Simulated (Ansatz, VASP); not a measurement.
# CuI in VASP and in Ansatz

```
Cu I
1.0
     3.74557   -3.72342    0.00000
     3.74557    3.72342    0.00000
     0.00000    0.00000    4.32131
Cu I
2 2
Direct
  0.42044 0.57956 0.75000
  0.57956 0.42044 0.25000
  0.77004 0.22996 0.75000
  0.22996 0.77004 0.25000
```

Change from the starting cell: volume scaled by 1.01, crystal datasets.

Alike in both runs: task electric field gradients; functional LDA; k mesh 5 × 5 × 6; occupations fermi-dirac, width 0.02 eV; no spin polarisation.

|  | VASP | Ansatz |
| --- | --- | --- |
| version | VASP 6.6.1 | Ansatz 0.2.0 |
| potentials or method | VASP PAW LDA potentials, release 64 (Cu, I), cutoff 520 eV | all-electron PAW with datasets made for the crystal, scalar-relativistic |

|  | VASP | Ansatz | Ansatz less VASP |
| --- | --- | --- | --- |
| gap on the k mesh at the Fermi level (eV) | 0.89 | 0.85 | -0.039 |
| pressure (GPa) | -3.3 | -3.4 | -0.10 |
| traceless stress, the component that is largest in VASP (GPa) | 2.05 | 2.15 | +0.106 |
| rms of the force components (eV/Å) | 0.186 | 0.192 | +0.0058 |
| size of Vzz on the site where it differs most (V/Å²) | 414.9 | 430.9 | +16.03 |

LDA's correlation is that of Perdew and Zunger in VASP and of Perdew and Wang (1992) in Ansatz. Atom by atom the forces differ by 0.010 eV/Å (rms over components). Ansatz ran all-electron here, and VASP with PAW potentials.

Neither program's run includes spin-orbit coupling.
